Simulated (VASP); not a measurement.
Here is a VASP 6.6.1 calculation.

INCAR

```
PREC = Accurate
ENCUT = 520
EDIFF = 1E-6
ISMEAR = 0
SIGMA = 0.1
LREAL = F
LASPH = T
NELM = 100
ALGO = Normal
ISIF = 2
LWAVE = F
LCHARG = F
GGA = PE
NBANDS = 26
```

The input KPOINTS:

```
Automatic mesh
0
Gamma
  4 4 4
```

POSCAR

```
Si
1.0
    3.7015103165     -3.8379191979      0.0000000000
    3.7015103165      3.8379191979      0.0000000000
    0.0000000000      0.0000000000      6.7536215676
Si
8
Direct
    0.6974115978      0.9784768902      0.4265604063
    0.9784768902      0.6974115978      0.9265604063
    0.3025884022      0.0215231098      0.9265604063
    0.6974115978      0.9784768902      0.0734395937
    0.3025884022      0.0215231098      0.5734395937
    0.0215231098      0.3025884022      0.4265604063
    0.9784768902      0.6974115978      0.5734395937
    0.0215231098      0.3025884022      0.0734395937
```

Potentials or basis: VASP PAW PBE potentials, release 64 (Si).

Launch:

```bash
$ cat potpaw_PBE.64/Si/POTCAR > POTCAR
$ mpirun -np 1 vasp_std > vasp.out
```

(1) Predict the pressure.

(2) What does it give for the band gap on the k mesh?

Results:

(1) 0.1 GPa.

(2) 0.82 eV, indirect (least direct gap 0.98 eV).
